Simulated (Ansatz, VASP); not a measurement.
**CaMg: VASP beside Ansatz**

Contents of INCAR:

```
SYSTEM = CaMg
  ALGO = Fast
  EDIFF = 1E-6
  ENCUT = 520
  ISIF = 2
  ISMEAR = 0
  LASPH = .TRUE.
  LCHARG = .FALSE.
  LREAL = .FALSE.
  LWAVE = .FALSE.
  NBANDS = 13
  NELM = 60
  PREC = Accurate
  SIGMA = 0.15
```

File KPOINTS:

```
k-points
0
G
  14 14 14
  0 0 0
```

POSCAR

```
CaMg
1.0
    3.5990612054      0.0000000000      0.0000000000
    0.0000000000      3.5990612054      0.0000000000
    0.0000000000      0.0000000000      4.4340434050
Ca Mg
1 1
Direct
    0.0000000000      0.0000000000      0.0000000000
    0.5000000000      0.5000000000      0.5000000000
```

Input for Ansatz:

```yaml
crystal:
  lattice:
    - [3.5990612054, 0.0, 0.0]
    - [0.0, 3.5990612054, 0.0]
    - [0.0, 0.0, 4.434043405]
  atoms:
    - { symbol: Ca, position: [0.0, 0.0, 0.0] }
    - { symbol: Mg, position: [0.5, 0.5, 0.5] }
basis:
  ecutwfc: 520.0
kpoints:
  mp_grid: { grid: [14, 14, 14] }
hamiltonian:
  xc: lda
scf:
  occupations: { method: gaussian, width: 0.15 }
output:
  forces: true
  stress: true
  eigenvalues: true
```

Alike in both runs: task single point; functional LDA; k mesh 14 × 14 × 14; occupations gaussian, width 0.15 eV; no spin polarisation.

|  | VASP | Ansatz |
| --- | --- | --- |
| version | VASP 6.6.1 | Ansatz 0.2.0 |
| potentials or method | VASP PAW LDA potentials, release 64 (Ca_sv, Mg), cutoff 520 eV | scalar-relativistic, plane waves, PAW |
| valence electrons in the cell | 12 | 20 |

Ansatz gave:

```
gap on the k mesh at the Fermi level (eV)                     : none
pressure (GPa)                                                : 0.1
traceless stress, the component that is largest in VASP (GPa) : -0.84
```

Task: What did VASP give for the same quantities?

Result: gap on the k mesh at the Fermi level (eV): none; pressure (GPa): -0.1; traceless stress, the component that is largest in VASP (GPa): -0.87.

LDA's correlation is that of Perdew and Zunger in VASP and of Perdew and Wang (1992) in Ansatz. A gap of «none» marks a metal or a gap that the smearing closes. VASP's potentials hold 12 valence electrons a cell and Ansatz's 20, so a difference there can come from the potentials and not from the codes.
